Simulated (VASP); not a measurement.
The system is CuO.

```xyz
4
Lattice="2.8795 0.0000 0.0000 0.0391 2.8793 0.0000 0.0175 0.0172 5.1763" Properties=species:S:1:pos:R:3 pbc="T T T"
Cu    0.0195    1.4396    0.0000
Cu    1.4485    0.0086    2.5882
O     2.8881    0.0177    3.8817
O     0.0479    2.8788    1.2947
```

- Program: VASP 6.6.1
- Task: relaxation of cell and atoms
- Functional: LDA
- Potentials or basis: VASP PAW LDA potentials, release 64 (Cu, O)
- Cutoff: 600 eV
- k mesh: 7 × 7 × 4
- Occupations: fermi-dirac, width 0.05 eV
- Spin: no spin polarisation

At the start: pressure -7.8 GPa; volume 10.73 Å³/atom.

How do energy, volume and symmetry change on relaxing?

Over 8 steps the energy falls by 12.6 meV/atom and the volume is 10.30 Å³/atom (-4.0 %); space group P4_2/mmc (No. 131, to 0.1 Å) before and after.

Step by step:
```csv
step,energy change (eV),largest force (eV/Å),pressure (GPa),volume (Å³)
1,0.0000,0.0149,-7.78,42.92
2,-0.0152,0.0037,7.67,39.76
3,-0.0498,0.0101,0.03,41.15
4,-0.0498,0.0090,0.19,41.11
5,-0.0501,0.0051,0.18,41.15
6,-0.0502,0.0049,0.14,41.18
7,-0.0501,0.0145,0.03,41.25
8,-0.0502,0.0060,0.10,41.20
```

Final structure:
```
CELL_PARAMETERS angstrom
2.85542 -0.00236 -0.00036
0.03638 2.85467 -0.00008
0.01669 0.01695 5.05438
ATOMIC_POSITIONS crystal
Cu 0.00000 0.50000 0.00000
Cu 0.50000 0.00000 0.50000
O 0.99868 0.00135 0.75006
O 0.00132 0.99865 0.24994
```
